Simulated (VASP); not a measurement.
# Hf2N (Pnnm) in VASP: further runs

Hf2N is run at these levels: LDA; tasks: single point.

Program: VASP 6.6.1. These are calculated values, not measurements. Logs are shortened: lines on timing, memory, paths and dates and some standing lists are left out, and cuts for length are marked.

## 1. The cell of the first run

It takes space group Pnnm (No. 58, orthorhombic). Conventional cell: a = 5.068 Å, b = 5.252 Å, c = 3.201 Å, α = 90.00°, β = 90.00°, γ = 90.00°. Hf (site symmetry m) has 3 N at 2.16 to 2.19 Å within 2.9 Å. Within 2.9 Å of N (site symmetry 2/m) lie 6 Hf at 2.16 to 2.19 Å.

## 2. Single point, LDA (mode 4 frozen in at -0.102 Å, normal strain along x -0.0350)

INCAR reads:

```
PREC = Accurate
ENCUT = 520
EDIFF = 1E-6
ISMEAR = 0
SIGMA = 0.15
LREAL = False
LASPH = True
NELM = 100
ALGO = Normal
ISIF = 2
LWAVE = False
LCHARG = True
GGA = CA
LELF = True
LVHAR = True
NBANDS = 34
```

KPOINTS reads:

```
Automatic mesh
0
Gamma
  8 8 12
```

POSCAR reads:

```
Hf2N
1.0
    5.0683330392      0.0000000000      0.0000000000
    0.0000000000      5.2521585898      0.0000000000
    0.0000000000      0.0000000000      3.2005839592
Hf N
4 2
Direct
    0.2816036895      0.3092031779      0.0000000000
    0.7183963105      0.6907968221      0.0000000000
    0.7816036895      0.1907968221      0.5000000000
    0.2183963105      0.8092031779      0.5000000000
    0.0000000000      0.0000000000      0.0000000000
    0.5000000000      0.5000000000      0.5000000000
```

Potentials or basis: VASP PAW LDA potentials, release 64 (Hf_pv, N).

Command:

```
$ cat potpaw_LDA.64/Hf_pv/POTCAR potpaw_LDA.64/N/POTCAR > POTCAR
$ mpirun -np 1 vasp_std > vasp.out
```

OUTCAR:

```text
PREC = Accurate
   ENCUT = 520
   EDIFF = 1E-6
   ISMEAR = 0
   LREAL = False
   LASPH = True
   NELM = 100
   ISIF = 2
   GGA = CA

 ion  position               nearest neighbor table
   1  0.282  0.309  0.000-   5 2.16   6 2.19   6 2.19   2 2.99   3 3.06   3 3.06   3 3.06   3 3.06
                             4 3.09   4 3.09   4 3.09   4 3.09   2 3.49
   2  0.718  0.691  0.000-   5 2.16   6 2.19   6 2.19   1 2.99   4 3.06   4 3.06   4 3.06   4 3.06
                             3 3.09   3 3.09   3 3.09   3 3.09   1 3.49
   3  0.782  0.191  0.500-   6 2.16   5 2.19   5 2.19   4 2.99   1 3.06   1 3.06   1 3.06   1 3.06
                             2 3.09   2 3.09   2 3.09   2 3.09   4 3.49
   4  0.218  0.809  0.500-   6 2.16   5 2.19   5 2.19   3 2.99   2 3.06   2 3.06   2 3.06   2 3.06
                             1 3.09   1 3.09   1 3.09   1 3.09   3 3.49
   5  0.000  0.000  0.000-   1 2.16   2 2.16   3 2.19   4 2.19   3 2.19   4 2.19
   6  0.500  0.500  0.500-   3 2.16   4 2.16   1 2.19   2 2.19   1 2.19   2 2.19

  LATTYP: Found a simple orthorhombic cell.
 ALAT       =     3.2005839592
 B/A-ratio  =     1.5835650943
 C/A-ratio  =     1.6410000977

  Lattice vectors:

 A1 = (   0.0000000000,   0.0000000000,   3.2005839592)
 A2 = (   5.0683330392,   0.0000000000,   0.0000000000)
 A3 = (   0.0000000000,   5.2521585898,   0.0000000000)

Analysis of symmetry for initial positions (statically):
=====================================================================
 Subroutine PRICEL returns:
 Original cell was already a primitive cell.

 Routine SETGRP: Setting up the symmetry group for a
 simple orthorhombic supercell.

 Subroutine GETGRP returns: Found  8 space group operations
 (whereof  4 operations were pure point group operations)
 out of a pool of  8 trial point group operations.

The static configuration has the point symmetry C_2h.
 The point group associated with its full space group is D_2h.

Analysis of symmetry for dynamics (positions and initial velocities):
=====================================================================
 Subroutine PRICEL returns:
 Original cell was already a primitive cell.

 Routine SETGRP: Setting up the symmetry group for a
 simple orthorhombic supercell.

 Subroutine GETGRP returns: Found  8 space group operations
 (whereof  4 operations were pure point group operations)
 out of a pool of  8 trial point group operations.

The dynamic configuration has the point symmetry C_2h.
 The point group associated with its full space group is D_2h.

 Subroutine INISYM returns: Found  8 space group operations
 (whereof  4 operations are pure point group operations),
 and found     1 'primitive' translations

----------------------------------------------------------------------------------------

                                     Primitive cell

  volume of cell :      85.1985

  direct lattice vectors                    reciprocal lattice vectors
     5.068333039  0.000000000  0.000000000     0.197303530  0.000000000  0.000000000
     0.000000000  5.252158590  0.000000000     0.000000000  0.190397906  0.000000000
     0.000000000  0.000000000  3.200583959     0.000000000  0.000000000  0.312442983

  length of vectors
     5.068333039  5.252158590  3.200583959     0.197303530  0.190397906  0.312442983

  position of ions in fractional coordinates (direct lattice)
     0.281603690  0.309203178  0.000000000
     0.718396310  0.690796822  0.000000000
     0.781603690  0.190796822  0.500000000
     0.218396310  0.809203178  0.500000000
     0.000000000  0.000000000  0.000000000
     0.500000000  0.500000000  0.500000000

  ion indices of the primitive-cell ions
   primitive index   ion index
                 1           1
                 2           2
                 3           3
                 4           4
                 5           5
                 6           6

----------------------------------------------------------------------------------------

 KPOINTS: Automatic mesh

Automatic generation of k-mesh.
 Grid dimensions read from file:
 generate k-points for:    8    8   12

 Generating k-lattice:

  Cartesian coordinates                     Fractional coordinates (reciprocal lattice)
     0.024662941  0.000000000  0.000000000     0.125000000  0.000000000  0.000000000
     0.000000000  0.023799738  0.000000000     0.000000000  0.125000000  0.000000000
     0.000000000  0.000000000  0.026036915     0.000000000  0.000000000  0.083333333

  Length of vectors
     0.024662941  0.023799738  0.026036915

  Shift w.r.t. Gamma in fractional coordinates (k-lattice)
     0.000000000  0.000000000  0.000000000

 Subroutine IBZKPT returns following result:
 ===========================================

 Found    175 irreducible k-points:

 Following reciprocal coordinates:
            Coordinates               Weight
  0.000000  0.000000  0.000000      1.000000
  0.125000  0.000000  0.000000      2.000000
  0.250000  0.000000  0.000000      2.000000
  0.375000  0.000000  0.000000      2.000000
  0.500000  0.000000  0.000000      1.000000
  0.000000  0.125000  0.000000      2.000000
[... 16 lines left out ...]
  0.250000  0.500000  0.000000      2.000000
  0.375000  0.500000  0.000000      2.000000
 [... further k-points ...]
   k-points           NKPTS =    175   k-points in BZ     NKDIM =    175   number of bands    NBANDS=     34
   number of dos      NEDOS =    301   number of ions     NIONS =      6
   total plane-waves  NPLWV =  38400
   dimension x,y,z NGX =    40 NGY =   40 NGZ =   24
   dimension x,y,z NGXF=    80 NGYF=   80 NGZF=   48
   ions per type =               4   2
   NGX,Y,Z   is equivalent  to a cutoff of  13.12, 12.66, 12.47 a.u.
   NGXF,Y,Z  is equivalent  to a cutoff of  26.24, 25.32, 24.93 a.u.
 SYSTEM =  unknown system
   PREC   = accura    normal or accurate (medium, high low for compatibility)
   ISTART =      0    job   : 0-new  1-cont  2-samecut
   ICHARG =      2    charge: 1-file 2-atom 10-const
   ISPIN  =      1    spin polarized calculation?
   LNONCOLLINEAR =      F non collinear calculations
   LSORBIT =      F    spin-orbit coupling
   LASPH  =      T    aspherical Exc in radial PAW
   ENCUT  =  520.0 eV  38.22 Ry    6.18 a.u.   9.42  9.77  5.95*2*pi/ulx,y,z
   NELM   =    100;   NELMIN=  2; NELMDL= -5     # of ELM steps
   EDIFF  = 0.1E-05   stopping-criterion for ELM
   LREAL  =      F    real-space projection
   EDIFFG = 0.1E-04   stopping-criterion for IOM
   NSW    =      0    number of steps for IOM
   IBRION =     -1    ionic relax: 0-MD 1-quasi-New 2-CG
   NFREE  =      0    steps in history (QN), initial steepest desc. (CG)
   ISIF   =      2    stress and relaxation
   ISYM   =      2    0-nonsym 1-usesym 2-fastsym
   POTIM  = 0.5000    time-step for ionic-motion
   TEBEG  =    0.0;   TEEND  =   0.0 temperature during run
   PSTRESS=    0.0 pullay stress
   NELECT =      50.0000    total number of electrons
   NUPDOWN=      -1.0000    fix difference up-down
   EMIN   =  10.00;   EMAX   =-10.00  energy-range for DOS
   EFERMI =   0.00;   METHOD = LEGACY
   ISMEAR =     0;   SIGMA  =   0.15  broadening in eV -4-tet -1-fermi 0-gaus
   EFERMI_NEDOS =   21; number of points for ismear=-14 and -15
   IALGO  =     38    algorithm
   IMIX   =      4    mixing-type and parameters
     AMIX     =   0.40;   BMIX     =  1.00
     AMIX_MAG =   1.60;   BMIX_MAG =  1.00
  volume/ion in A,a.u.               =      14.20        95.82
  Fermi-wavevector in a.u.,A,eV,Ry     =   1.370632  2.590118 25.560329  1.878631
  Thomas-Fermi vector in A             =   2.496401
   LORBIT       =      0    0 simple, 1 ext, 2 COOP (PROOUT), +10 PAW based schemes
   GGA     = CA    functional components
   LHFCALC =     F    Hartree Fock is set to
   AEXX    =    0.0000 exact exchange contribution
   IVDW    =     0    specifies the selected vdW correction
   LEPSILON=     F    determine dielectric tensor
   LRPA    =     F    only Hartree local field effects (RPA)
 non-spin polarized calculation
 Gauss-broadening in eV      SIGMA  =   0.15
  energy-cutoff  :      520.00
  volume of cell :       85.20
 maximum number of plane-waves:      2316
 NGX is ok and might be reduce to    40
   NGX = 19   NGY = 19   NGZ = 11

 number of electron      50.0000001 magnetization

 Free energy of the ion-electron system (eV)
  ---------------------------------------------------
  ext. energy  EPLUGINS =         0.00000000
  ---------------------------------------------------
  free energy    TOTEN  =       -69.52645718 eV

  energy without entropy =      -69.49899476  energy(sigma->0) =      -69.51272597

 E-fermi :   6.3331     XC(G=0): -12.5395

 val. band max:        6.3275558594   @ k =   0.1250   0.0000   0.0000
 cond. band min:       6.3416797005   @ k =   0.0000   0.0000   0.1667
 fundamental gap:      0.0141238411
 Fermi energy:         6.3331421729

 k-point     1 :       0.0000    0.0000    0.0000
  band No.  band energies     occupation
      1     -24.6905      2.00000
      2     -24.0268      2.00000
      3     -23.9524      2.00000
      4     -23.9332      2.00000
      5     -23.7108      2.00000
      6     -23.4966      2.00000
[... 26 lines left out ...]
     33       9.8802      0.00000
     34      10.6291      0.00000

 k-point     2 :       0.1250    0.0000    0.0000
  band No.  band energies     occupation
      1     -24.6624      2.00000
      2     -24.0299      2.00000
      3     -23.9916      2.00000
      4     -23.8820      2.00000
      5     -23.6990      2.00000
      6     -23.4837      2.00000
[... 26 lines left out ...]
     33       9.7376      0.00000
     34      10.7651      0.00000

 k-point     3 :       0.2500    0.0000    0.0000
  band No.  band energies     occupation
      1     -24.5846      2.00000
      2     -24.0893      2.00000
      3     -23.9956      2.00000
      4     -23.7756      2.00000
      5     -23.6653      2.00000
      6     -23.4703      2.00000
[... 26 lines left out ...]
     33       9.8369      0.00000
     34      11.0460      0.00000

 k-point     4 :       0.3750    0.0000    0.0000
  band No.  band energies     occupation
      1     -24.4736      2.00000
      2     -24.2142      2.00000
      3     -23.8982      2.00000
      4     -23.6523      2.00000
      5     -23.6141      2.00000
      6     -23.5639      2.00000
[... 26 lines left out ...]
     33      10.4854      0.00000
     34      10.9884      0.00000

 k-point     5 :       0.5000    0.0000    0.0000
  band No.  band energies     occupation
      1     -24.3461      2.00000
      2     -24.3461      2.00000
      3     -23.7437      2.00000
      4     -23.7437      2.00000
      5     -23.5521      2.00000
      6     -23.5521      2.00000
[... 621 lines left out ...]
 k-point    22 :       0.1250    0.5000    0.0000
  band No.  band energies     occupation
      1     -24.3054      2.00000
      2     -24.3054      2.00000
      3     -23.7150      2.00000
      4     -23.7150      2.00000
      5     -23.5989      2.00000
      6     -23.5989      2.00000
[... 26 lines left out ...]
     33      10.3435      0.00000
     34      10.3435      0.00000

 k-point    23 :       0.2500    0.5000    0.0000
  band No.  band energies     occupation
      1     -24.2496      2.00000
      2     -24.2496      2.00000
      3     -23.7324      2.00000
      4     -23.7324      2.00000
      5     -23.5921      2.00000
      6     -23.5921      2.00000
[... 26 lines left out ...]
     33      10.0385      0.00000
     34      10.0385      0.00000

 k-point    24 :       0.3750    0.5000    0.0000
  band No.  band energies     occupation
      1     -24.1793      2.00000
      2     -24.1793      2.00000
      3     -23.7834      2.00000
      4     -23.7834      2.00000
      5     -23.5453      2.00000
      6     -23.5453      2.00000
[... 26 lines left out ...]
     33      10.1565      0.00000
     34      10.1565      0.00000

 [... further k-points ...]

------------------------ aborting loop because EDIFF is reached ----------------------------------------

  FORCE on cell =-STRESS in cart. coord.  units (eV):
  Direction    XX          YY          ZZ          XY          YZ          ZX
  --------------------------------------------------------------------------------------
  -------------------------------------------------------------------------------------
  Total        5.6738364      4.8836938      2.0453055      0.0000000      0.0000000      0.0000000
  in kB      106.6977325     91.8389294     38.4624173      0.0000000      0.0000000      0.0000000
  external PRESSURE =      78.9996931 kB  Pullay stress =       0.0000000 kB

 VOLUME and BASIS-vectors are now :
 -----------------------------------------------------------------------------
  energy-cutoff  :      520.00
  volume of cell :       85.20
      direct lattice vectors                 reciprocal lattice vectors
     5.068333039  0.000000000  0.000000000     0.197303530  0.000000000  0.000000000
     0.000000000  5.252158590  0.000000000     0.000000000  0.190397906  0.000000000
     0.000000000  0.000000000  3.200583959     0.000000000  0.000000000  0.312442983

 POSITION                                       TOTAL-FORCE (eV/Angst)
 -----------------------------------------------------------------------------------
      1.42726      1.62398      0.00000        -0.104126      0.011738      0.000000
      3.64107      3.62817      0.00000         0.104126     -0.011738     -0.000000
      3.96143      1.00210      1.60029        -0.104126     -0.011738      0.000000
      1.10691      4.25006      1.60029         0.104126      0.011738      0.000000
      0.00000      0.00000      0.00000         0.000000      0.000000      0.000000
      2.53417      2.62608      1.60029         0.000000      0.000000      0.000000
 -----------------------------------------------------------------------------------
    total drift:                               -0.000000      0.000000     -0.000000

  FREE ENERGIE OF THE ION-ELECTRON SYSTEM (eV)
  ---------------------------------------------------
  free  energy   TOTEN  =       -69.5264571797 eV

  energy  without entropy=      -69.4989947615  energy(sigma->0) =      -69.51272597
```

Run time: 2.4 min. Hardware: 1 thread of Intel Xeon 6975P-C (Granite Rapids), shared host; peak memory 0.45 GiB.

What came out:

| Property | Result |
| --- | --- |
| Free energy | -69.5265 eV |
| Pressure | 7.9 GPa |
| Largest force | 0.105 eV/Å |
| Band gap on the k mesh | zero (band 25 reaches 8.05 eV, above the bottom of band 26 at 5.20 eV) |

Forces on the atoms (eV/Å):
```
Hf  -0.104  0.012  0.000
Hf   0.104 -0.012  0.000
Hf  -0.104 -0.012  0.000
Hf   0.104  0.012  0.000
N    0.000  0.000  0.000
N    0.000  0.000  0.000
```

Caveat: the cell differs from its parent crystal (mode 4 frozen in at -0.102 Å, normal strain along x -0.0350); spin-orbit coupling is left out, which moves the levels of the heavy elements.

## 3. Single point, LDA (mode 4 frozen in at +0.102 Å, normal strain along x -0.0350)

INCAR reads:

```
SYSTEM = Hf2N
ALGO     = Normal         ! electronic algorithm
EDIFF    = 1E-7           ! SCF threshold, eV
ENCUT    = 520            ! plane-wave cutoff, eV
GGA      = CA             ! functional
ISIF     = 2              ! what is computed and relaxed
ISMEAR   = 0              ! smearing method
LASPH    = .True.         ! aspherical terms in the spheres
LCHARG   = .True.         ! write CHGCAR
LELF     = .True.         ! ELF
LREAL    = .False.        ! projectors in reciprocal space
LVHAR    = .True.       
LWAVE    = .False.        ! write WAVECAR
NBANDS   = 34             ! bands
NELM     = 80             ! most SCF steps
PREC     = Accurate       ! precision mode
SIGMA    = 0.15           ! smearing width, eV
```

KPOINTS reads:

```
k-points
0
Gamma
  8 8 12
  0 0 0
```

POSCAR reads:

```
Hf2N
1.0
    5.0683330392      0.0000000000      0.0000000000
    0.0000000000      5.2521585898      0.0000000000
    0.0000000000      0.0000000000      3.2005839592
Hf N
4 2
Direct
    0.3092031779      0.2816036895      0.0000000000
    0.6907968221      0.7183963105      0.0000000000
    0.8092031779      0.2183963105      0.5000000000
    0.1907968221      0.7816036895      0.5000000000
    0.0000000000      0.0000000000      0.0000000000
    0.5000000000      0.5000000000      0.5000000000
```

Potentials or basis: VASP PAW LDA potentials, release 64 (Hf_pv, N).

Command:

```
$ cat potpaw_LDA.64/Hf_pv/POTCAR potpaw_LDA.64/N/POTCAR > POTCAR
$ mpirun -np 1 vasp_std > vasp.out
```

It took 2.5 min on 1 thread of Intel Xeon 6975P-C (Granite Rapids), shared host; peak memory 0.45 GiB.

It converged, with:

* Free energy: -69.4154 eV
* Pressure: 8.1 GPa
* Largest force: 0.201 eV/Å
* Band gap on the k mesh: zero (band 25 reaches 7.87 eV, above the bottom of band 26 at 5.18 eV)

Forces in eV/Å, atoms in the order of the input:
```
Hf  -0.134  0.150  0.000
Hf   0.134 -0.150  0.000
Hf  -0.134 -0.150  0.000
Hf   0.134  0.150  0.000
N    0.000  0.000  0.000
N    0.000  0.000  0.000
```

Stress tensor (GPa, compression positive):
```
16.77  0.00  0.00
 0.00  3.68  0.00
 0.00  0.00  3.84
```

Levels at points of the mesh, in eV from the Fermi level:
| k point | band 24 | band 25 | band 26 | band 27 | band 28 | band 29 |
| --- | --- | --- | --- | --- | --- | --- |
| (0.00, 0.00, 0.00) | 0.67 | 0.83 | 0.93 | 1.24 | 1.54 | 1.94 |
| (0.50, 0.00, 0.00) | -0.99 | 1.41 | 1.41 | 2.04 | 2.04 | 2.29 |
| (0.00, 0.50, 0.00) | -1.19 | 1.52 | 1.52 | 1.72 | 1.72 | 2.26 |
| (0.50, 0.50, 0.00) | -1.40 | 1.09 | 1.09 | 1.28 | 1.28 | 1.97 |
| (0.00, 0.00, 0.50) | -1.24 | -1.17 | -1.17 | 2.43 | 2.43 | 3.84 |
| (0.50, 0.00, 0.50) | -1.22 | -0.89 | -0.89 | 2.22 | 2.22 | 4.48 |
| (0.00, 0.50, 0.50) | -1.01 | -0.95 | -0.95 | 1.65 | 1.65 | 3.29 |
| (0.50, 0.50, 0.50) | -1.07 | -0.33 | -0.33 | 1.68 | 1.68 | 3.11 |

Caveat: the cell differs from its parent crystal (mode 4 frozen in at +0.102 Å, normal strain along x -0.0350); spin-orbit coupling is left out, which moves the levels of the heavy elements.

(Part 1 of 2 ends here.)
